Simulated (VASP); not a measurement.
Input of a VASP 6.6.1 run:

File INCAR:

```
PREC = Accurate
ENCUT = 520
EDIFF = 1E-6
ISMEAR = 0
SIGMA = 0.15
LREAL = F
LASPH = T
NELM = 100
ALGO = Fast
ISIF = 2
LWAVE = F
LCHARG = F
GGA = PS
NBANDS = 40
```

Contents of KPOINTS:

```
Automatic mesh
0
Gamma
  12 12 8
```

Contents of POSCAR:

```
In2Sb
1.0
    5.3333334348      0.0000000000      0.0000000000
   -2.6666667174      4.6188022414      0.0000000000
    0.0000000000      0.0000000000      6.3928489808
In Sb
4 2
Direct
    0.6666666667      0.3333333333      0.2483108044
    0.3333333333      0.6666666667      0.7483108044
    0.0000000000      0.0000000000      0.5234637171
    0.0000000000      0.0000000000      0.0234637171
    0.6666666667      0.3333333333      0.7294669266
    0.3333333333      0.6666666667      0.2294669266
```

Potentials or basis: VASP PAW PBE potentials, release 64 (In_d, Sb).

Launch:

```sh
$ cat potpaw_PBE.64/In_d/POTCAR potpaw_PBE.64/Sb/POTCAR > POTCAR
$ mpirun -np 1 vasp_std > vasp.out
```

(1) Estimate the band gap on the k mesh.

(2) What does it give for the pressure?

Results:

(1) zero (bands 31 and 32 overlap by 2.22 eV).

(2) 0.2 GPa.

Caveat: the cell differs from its parent crystal (atoms displaced along a vibrational mode); the PAW data sets were made with another functional, which shifts forces and pressure a little; spin-orbit coupling is left out, which moves the levels of the heavy elements.
